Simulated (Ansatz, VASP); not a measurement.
**NaF in VASP and in Ansatz**

File INCAR:

```
  PREC = Accurate
  ENCUT = 520
  EDIFF = 1E-6
  ISMEAR = 0
  SIGMA = 0.05
  LREAL = F
  LASPH = T
  NELM = 100
  ALGO = Normal
  ISIF = 2
  LWAVE = F
  LCHARG = T
  GGA = PE
  LELF = T
  LVHAR = T
  NBANDS = 14
```

File KPOINTS:

```
Automatic mesh
0
Gamma
  12 12 12
```

The input POSCAR:

```
NaF
1.0
    0.0000000000      2.3662470055      2.3662470055
    2.3662470055      0.0000000000      2.3662470055
    2.3662470055      2.3662470055      0.0000000000
Na F
1 1
Direct
    0.0000000000      0.0000000000      0.0000000000
    0.5000000000      0.5000000000      0.5000000000
```

Input for Ansatz:

```yaml
crystal:
  lattice:
    - [0.0, 2.3662470055, 2.3662470055]
    - [2.3662470055, 0.0, 2.3662470055]
    - [2.3662470055, 2.3662470055, 0.0]
  atoms:
    - { symbol: Na, position: [0.0, 0.0, 0.0] }
    - { symbol: F, position: [0.5, 0.5, 0.5] }
basis:
  ecutwfc: 420
  ecutrho_ratio: 4
kpoints:
  mp_grid: { grid: [12, 12, 12] }
hamiltonian:
  xc: pbe
scf:
  occupations: { method: gaussian, width: 0.05 }
output:
  forces: true
  stress: true
  eigenvalues: true
```

Alike in both runs: task single point; functional PBE; k mesh 12 × 12 × 12; occupations gaussian, width 0.05 eV; no spin polarisation.

```csv
,VASP,Ansatz
version,VASP 6.6.1,Ansatz 0.2.0
potentials or method,"VASP PAW PBE potentials, release 64 (Na_pv, F), cutoff 520 eV","scalar-relativistic, plane waves, PAW"
valence electrons in the cell,14,16
```

|  | VASP | Ansatz | Ansatz less VASP |
| --- | --- | --- | --- |
| gap on the k mesh at the Fermi level (eV) | 5.97 | 5.99 | +0.015 |
| least direct gap on the mesh (eV) | 5.97 | 5.99 | +0.015 |
| pressure (GPa) | -1.0 | -0.9 | +0.17 |

The functional is the same, so the differences come from potentials, cutoffs and numerics. VASP's potentials hold 14 valence electrons a cell and Ansatz's 16, so a difference there can come from the potentials and not from the codes.
